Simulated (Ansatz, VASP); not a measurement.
**Two plane-wave programs on ZrS2**

File INCAR:

```
SYSTEM = ZrS2
PREC = Accurate
ENCUT = 450
EDIFF = 1E-7
ISMEAR = 0
SIGMA = 0.02
LREAL = .FALSE.
LASPH = .TRUE.
NELM = 120
ALGO = Normal
ISIF = 2
LWAVE = .FALSE.
LCHARG = .FALSE.
LDIPOL = .TRUE.
IDIPOL = 3
DIPOL = 0.5 0.5 0.500
GGA = PE
IVDW = 12
IBRION = 2
NSW = 60
EDIFFG = -0.01
GGA_COMPAT = .FALSE.
NELMIN = 4
NELMDL = -8
```

Contents of KPOINTS:

```
Automatic mesh
0
G
  9 9 1
  0 0 0
```

POSCAR

```
ZrS2
1.0
    3.7945109590      0.0000000000      0.0000000000
   -1.8972554795      3.2861428854      0.0000000000
    0.0000000000      0.0000000000     31.8415096473
S Zr
2 1
Direct
    0.6666666667      0.3333333333      0.4541937806
    0.3333333333      0.6666666667      0.5458062194
    0.0000000000      0.0000000000      0.5000000000
```

Input for Ansatz:

```yaml
crystal:
  lattice:
    - [3.794510959, 0.0, 0.0]
    - [-1.8972554795, 3.2861428854, 0.0]
    - [0.0, 0.0, 31.8415096473]
  atoms:
    - { symbol: S, position: [0.6666666667, 0.3333333333, 0.4541937806] }
    - { symbol: Zr, position: [0.0, 0.0, 0.5] }
    - { symbol: S, position: [0.3333333333, 0.6666666667, 0.5458062194] }
  periodic: [true, true, false]
basis:
  ecutwfc: 420
kpoints:
  mp_grid: { grid: [9, 9, 1] }
  band_path:
    path:
      - [0, 0, 0]
      - [0.5, 0, 0]
      - [0.333333333333, 0.333333333333, 0]
      - [0, 0, 0]
    npoints: 8
hamiltonian:
  xc: pbe
  dispersion: d3bj
scf:
  occupations: { method: gaussian, width: 0.02 }
output:
  forces: true
  stress: true
  eigenvalues: true
relax:
  adjacent_minimum: "off"
  f_tol: 0.01
  max_steps: 40
```

Change from the starting cell: biaxial strain +0.040, atoms relaxed.

Alike in both runs: task relaxation of the atoms; functional PBE; dispersion D3(BJ); k mesh 9 × 9 × 1; occupations gaussian, width 0.02 eV; no spin polarisation.

```csv
,VASP,Ansatz
version,VASP 6.6.1,Ansatz 0.2.0
potentials or method,"VASP PAW PBE potentials, release 64 (S, Zr_sv), cutoff 450 eV","scalar-relativistic, plane waves, PAW"
valence electrons in the cell,24,24
```

VASP gave:

- gap on the k mesh at the Fermi level, each at its own relaxed structure (eV): 1.53

Task: Estimate Ansatz's values.

Result: gap on the k mesh at the Fermi level, each at its own relaxed structure (eV): 1.54.

Ansatz's warnings: stress scf threshold loose.
